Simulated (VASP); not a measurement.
# TiO2 in VASP: single point with PBEsol

Aim: the single point of TiO2 with PBEsol.

All numbers are computed with VASP 6.6.1; they aren't measurements. Logs are shortened: lines on timing, memory, paths and dates and some standing lists are left out, and cuts for length are marked.

## Step 1: The cell of the first run

The cell holds a slab with vacuum, 15 atoms: a = 2.942 Å, b = 4.593 Å, c = 25.983 Å, α = 90.00°, β = 90.00°, γ = 90.00°.

## Step 2: Single point, PBEsol

The input, INCAR:

```
  PREC = Accurate
  ENCUT = 520
  EDIFF = 1E-6
  ISMEAR = 0
  SIGMA = 0.03
  LREAL = F
  LASPH = T
  NELM = 80
  ALGO = Fast
  ISIF = 2
  LWAVE = F
  LCHARG = F
  LDIPOL = T
  IDIPOL = 3
  DIPOL = 0.5 0.5 0.500
  GGA = PS
  NBANDS = 73
  LVHAR = T
  LVACPOTAV = T
  ICORELEVEL = 1
  LUSENCCL = F
```

The input, KPOINTS:

```
Automatic mesh
0
Gamma
  9 6 1
```

The input, POSCAR:

```
TiO2
1.0
    2.9417410000      0.0000000000      0.0000000000
    0.0000000000      4.5927070000      0.0000000000
    0.0000000000      0.0000000000     25.9827698800
O Ti
10 5
Direct
    0.5000000000      0.1956750000      0.2886528300
    0.5000000000      0.8043250000      0.3578277400
    0.0000000000      0.3043250000      0.3770326900
    0.0000000000      0.6956750000      0.4462076000
    0.5000000000      0.1956750000      0.4654125400
    0.5000000000      0.8043250000      0.5345874600
    0.0000000000      0.3043250000      0.5537924000
    0.0000000000      0.6956750000      0.6229673100
    0.5000000000      0.1956750000      0.6421722600
    0.5000000000      0.8043250000      0.7113471700
    0.0000000000      0.0000000000      0.3232402800
    0.5000000000      0.5000000000      0.4116201400
    0.0000000000      0.0000000000      0.5000000000
    0.5000000000      0.5000000000      0.5883798600
    0.0000000000      0.0000000000      0.6767597200
```

Potentials or basis: VASP PAW PBE potentials, release 64 (O, Ti_sv).

On the command line:

```bash
cat potpaw_PBE.64/O/POTCAR potpaw_PBE.64/Ti_sv/POTCAR > POTCAR
mpirun -np 1 vasp_std > vasp.out
```

OUTCAR:

```text
PREC = Accurate
   ENCUT = 520
   EDIFF = 1E-6
   ISMEAR = 0
   LREAL = F
   LASPH = T
   NELM = 80
   ISIF = 2
   GGA = PS

 ion  position               nearest neighbor table
   1  0.500  0.196  0.289-  11 1.94  11 1.94
   2  0.500  0.804  0.358-  11 1.94  11 1.94  12 1.98
   3  0.000  0.304  0.377-  12 1.94  12 1.94  11 1.98
   4  0.000  0.696  0.446-  12 1.94  12 1.94  13 1.98
   5  0.500  0.196  0.465-  13 1.94  13 1.94  12 1.98
   6  0.500  0.804  0.535-  13 1.94  13 1.94  14 1.98
   7  0.000  0.304  0.554-  14 1.94  14 1.94  13 1.98
   8  0.000  0.696  0.623-  14 1.94  14 1.94  15 1.98
   9  0.500  0.196  0.642-  15 1.94  15 1.94  14 1.98
  10  0.500  0.804  0.711-  15 1.94  15 1.94
  11  0.000  0.000  0.323-   1 1.94   1 1.94   2 1.94   2 1.94   3 1.98
  12  0.500  0.500  0.412-   3 1.94   3 1.94   4 1.94   4 1.94   2 1.98   5 1.98
  13  0.000  0.000  0.500-   5 1.94   6 1.94   5 1.94   6 1.94   4 1.98   7 1.98
  14  0.500  0.500  0.588-   8 1.94   8 1.94   7 1.94   7 1.94   9 1.98   6 1.98
  15  0.000  0.000  0.677-  10 1.94  10 1.94   9 1.94   9 1.94   8 1.98

  LATTYP: Found a simple orthorhombic cell.
 ALAT       =     2.9417410000
 B/A-ratio  =     1.5612207193
 C/A-ratio  =     8.8324464594

  Lattice vectors:

 A1 = (   2.9417410000,   0.0000000000,   0.0000000000)
 A2 = (   0.0000000000,   4.5927070000,   0.0000000000)
 A3 = (   0.0000000000,   0.0000000000,  25.9827698800)

Analysis of symmetry for initial positions (statically):
=====================================================================
 Subroutine PRICEL returns:
 Original cell was already a primitive cell.

 Routine SETGRP: Setting up the symmetry group for a
 simple orthorhombic supercell.

 Subroutine GETGRP returns: Found  4 space group operations
 (whereof  4 operations were pure point group operations)
 out of a pool of  8 trial point group operations.

The static configuration has the point symmetry C_2h.

Analysis of symmetry for dynamics (positions and initial velocities):
=====================================================================
 Subroutine PRICEL returns:
 Original cell was already a primitive cell.

 Routine SETGRP: Setting up the symmetry group for a
 simple orthorhombic supercell.

 Subroutine GETGRP returns: Found  4 space group operations
 (whereof  4 operations were pure point group operations)
 out of a pool of  8 trial point group operations.

The dynamic configuration has the point symmetry C_2h.

 Subroutine INISYM returns: Found  4 space group operations
[... 150 lines left out ...]
 RMM-DIIS sequential band-by-band and
 Gauss-broadening in eV      SIGMA  =   0.03
  energy-cutoff  :      520.00
  volume of cell :      351.04
 maximum number of plane-waves:      9507
 NGX is ok and might be reduce to    24
   NGX = 11   NGY = 17   NGZ = 97

 dipolmoment           0.000000      0.000000      0.000000 electrons x Angstroem

 number of electron     120.0000010 magnetization

 dipolmoment           0.000000      0.000000     -0.000000 electrons x Angstroem

 Free energy of the ion-electron system (eV)
  ---------------------------------------------------
  ext. energy  EPLUGINS =         0.00000000
  ---------------------------------------------------
  free energy    TOTEN  =      -137.51896567 eV

  energy without entropy =     -137.51896567  energy(sigma->0) =     -137.51896567

 the core state eigenenergies are
   1-  1s   -506.0869
   2-  1s   -506.7027
   3-  1s   -506.8616
   4-  1s   -506.7705
   5-  1s   -506.7315
   6-  1s   -506.7315
   7-  1s   -506.7705
   8-  1s   -506.8616
   9-  1s   -506.7027
  10-  1s   -506.0869
  11-  1s  -4864.7716  2s   -533.6755  2p   -440.9417
  12-  1s  -4864.8887  2s   -533.9611  2p   -441.2109
  13-  1s  -4864.8974  2s   -533.9652  2p   -441.2155
  14-  1s  -4864.8887  2s   -533.9611  2p   -441.2109
  15-  1s  -4864.7716  2s   -533.6755  2p   -440.9417

 E-fermi :  -1.8499     XC(G=0):  -5.7549

 val. band max:       -2.1313702891   @ k =   0.0000   0.0000   0.0000
 cond. band min:      -0.0626113193   @ k =   0.0000   0.5000   0.0000
 fundamental gap:      2.0687589698
 Fermi energy:        -1.8499049737

 k-point     1 :       0.0000    0.0000    0.0000
  band No.  band energies     occupation
      1     -58.5867      2.00000
      2     -58.5805      2.00000
      3     -58.5738      2.00000
      4     -58.3234      2.00000
      5     -58.3234      2.00000
      6     -35.0092      2.00000
[... 1489 lines left out ...]
     71       1.7339      0.00000
     72       1.7923      0.00000
 [bands above 72 left out]

------------------------ aborting loop because EDIFF is reached ----------------------------------------

  FORCE on cell =-STRESS in cart. coord.  units (eV):
  Direction    XX          YY          ZZ          XY          YZ          ZX
  --------------------------------------------------------------------------------------
  -------------------------------------------------------------------------------------
  Total       -6.9093283     -4.3071856     -3.0459228      0.0000000      0.5732536      0.0000000
  in kB      -31.5346338    -19.6582813    -13.9017942      0.0000000      2.6163674      0.0000000
  external PRESSURE =     -21.6982364 kB  Pullay stress =       0.0000000 kB

 VOLUME and BASIS-vectors are now :
 -----------------------------------------------------------------------------
  energy-cutoff  :      520.00
  volume of cell :      351.04
      direct lattice vectors                 reciprocal lattice vectors
     2.941741000  0.000000000  0.000000000     0.339934753  0.000000000  0.000000000
     0.000000000  4.592707000  0.000000000     0.000000000  0.217736511  0.000000000
     0.000000000  0.000000000 25.982769880     0.000000000  0.000000000  0.038487044

 POSITION                                       TOTAL-FORCE (eV/Angst)
 -----------------------------------------------------------------------------------
      1.47087      0.89868      7.50000         0.000000     -2.241738      0.992068
      1.47087      3.69403      9.29736         0.000000     -1.100060     -0.048690
      0.00000      1.39768      9.79635        -0.000000     -0.477767     -0.363212
      0.00000      3.19503     11.59371         0.000000     -0.082261     -0.083134
      1.47087      0.89868     12.09271         0.000000     -0.036788      0.035397
      1.47087      3.69403     13.89006         0.000000      0.036788     -0.035397
      0.00000      1.39768     14.38906        -0.000000      0.082261      0.083134
      0.00000      3.19503     16.18642         0.000000      0.477767      0.363212
      1.47087      0.89868     16.68541         0.000000      1.100060      0.048690
      1.47087      3.69403     18.48277         0.000000      2.241738     -0.992068
      0.00000      0.00000      8.39868        -0.000000      3.800832     -0.560452
      1.47087      2.29635     10.69503         0.000000      0.125121     -0.029306
      0.00000      0.00000     12.99138         0.000000      0.000000      0.000000
      1.47087      2.29635     15.28774         0.000000     -0.125121      0.029306
      0.00000      0.00000     17.58409         0.000000     -3.800832      0.560452
 -----------------------------------------------------------------------------------
    total drift:                                0.000000      0.000000      0.000000

  FREE ENERGIE OF THE ION-ELECTRON SYSTEM (eV)
  ---------------------------------------------------
  free  energy   TOTEN  =      -137.5189656656 eV

  energy  without entropy=     -137.5189656656  energy(sigma->0) =     -137.51896567

 vacuum level on the upper side and lower side of the slab         5.417         5.417
```

OSZICAR:

```text
N       E                     dE             d eps       ncg     rms          rms(c)
DAV:   1     0.174984811749E+04    0.17498E+04   -0.61455E+04  3128   0.166E+03
DAV:   2     0.152640020394E+03   -0.15972E+04   -0.15391E+04  3347   0.513E+02
DAV:   3    -0.151260776012E+03   -0.30390E+03   -0.29924E+03  3876   0.216E+02
[... 23 lines left out ...]
RMM:  27    -0.137518960826E+03   -0.30921E-05   -0.21491E-05  3560   0.128E-02    0.347E-03
RMM:  28    -0.137518961844E+03   -0.10172E-05   -0.15931E-05  3458   0.114E-02    0.401E-03
RMM:  29    -0.137518963483E+03   -0.16397E-05   -0.10886E-05  3290   0.101E-02    0.299E-03
RMM:  30    -0.137518964680E+03   -0.11965E-05   -0.88673E-06  3491   0.936E-03    0.261E-03
RMM:  31    -0.137518965666E+03   -0.98576E-06   -0.64882E-06  3280   0.829E-03
   1 F= -.13751897E+03 E0= -.13751897E+03  d E =-.186351E-41
```

Wall time 16 min (1 × NVIDIA H100 80GB with 1 thread of AMD EPYC 7R13 (Zen 3), shared host); peak memory 1.6 GiB.

What came out:

- Free energy: -137.5190 eV
- Largest force: 3.842 eV/Å
- Band gap on the k mesh: 2.07 eV (least direct gap 2.10 eV)

Forces in eV/Å, atoms in the order of the input:
```
O    0.000 -2.242  0.992
O    0.000 -1.100 -0.049
O    0.000 -0.478 -0.363
O    0.000 -0.082 -0.083
O    0.000 -0.037  0.035
O    0.000  0.037 -0.035
O    0.000  0.082  0.083
O    0.000  0.478  0.363
O    0.000  1.100  0.049
O    0.000  2.242 -0.992
Ti   0.000  3.801 -0.560
Ti   0.000  0.125 -0.029
Ti   0.000  0.000  0.000
Ti   0.000 -0.125  0.029
Ti   0.000 -3.801  0.560
```

Levels at points of the mesh, in eV from the valence-band top:
```csv
k point,band 58,band 59,band 60,band 61,band 62,band 63
"(0.00, 0.00, 0.00)",-0.28,-0.03,0.00,2.10,2.42,2.48
"(0.00, 0.50, 0.00)",-0.41,-0.39,-0.37,2.07,2.36,2.42
```

Core levels (eV, on the scale of the bands):
```
atom     levels
 1 O  1s -506.1
 2 O  1s -506.7
 3 O  1s -506.9
 4 O  1s -506.8
 5 O  1s -506.7
 6 O  1s -506.7
```

Caveat: the PAW data sets were made with another functional, which shifts forces and pressure a little.
